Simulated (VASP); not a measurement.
Write the native input for VASP 6.6.1 that does the following.

```
Task                   : relaxation of cell and atoms
Functional             : PBE
Potentials or basis    : VASP PAW PBE potentials, release 64 (Sb)
Cutoff                 : 600 eV
k mesh                 : 10 × 10 × 10
Occupations            : fermi-dirac, width 0.1 eV
Spin                   : no spin polarisation
Dipole correction      : no
Further INCAR settings : ALGO = Normal; EDIFF = 1e-06; IBRION = 2; EDIFFG = -0.01; NSW = 80; ISIF = 3
```

The structure of Sb lies in POSCAR:

```
Sb
1.0
    3.0848839383      0.0000000000      0.0000000000
    0.0000000000      3.0848839383      0.0000000000
    0.0000000000      0.0000000000      3.0848839383
Sb
1
Direct
    0.0000000000      0.0000000000      0.0000000000
```

The input as run:

INCAR

```
SYSTEM = Sb
ALGO = Normal ; EDIFF = 1E-6
EDIFFG = -0.01 ; ENCUT = 600
GGA = PE ; IBRION = 2
ISIF = 3 ; ISMEAR = -1
LASPH = .TRUE. ; LCHARG = .FALSE.
LREAL = .FALSE. ; LWAVE = .FALSE.
NELM = 100 ; NSW = 80
PREC = Accurate ; SIGMA = 0.1
```

KPOINTS

```
k-points
0
G
  10 10 10
  0 0 0
```

Potentials or basis: VASP PAW PBE potentials, release 64 (Sb).

Launch:

```sh
$ cat potpaw_PBE.64/Sb/POTCAR > POTCAR
$ mpirun -np 1 vasp_std > vasp.out
```

It gave:

- Relaxed volume: 29.93 Å³/atom
- Relaxed cell: a = 3.105 Å, b = 3.105 Å, c = 3.105 Å, α = 90.00°, β = 90.00°, γ = 90.00°
- Space group after relaxing (to 0.05 Å): Pm-3m (No. 221)
- Energy gained by relaxing: 2.0 meV/atom
- Ionic steps: 3
- Pressure after relaxing: 0.0 GPa

Run time: 8.4 s on 1 thread of Intel(R) Xeon(R) 6975P-C (Granite Rapids), on a shared host, peak memory 0.17 GiB.
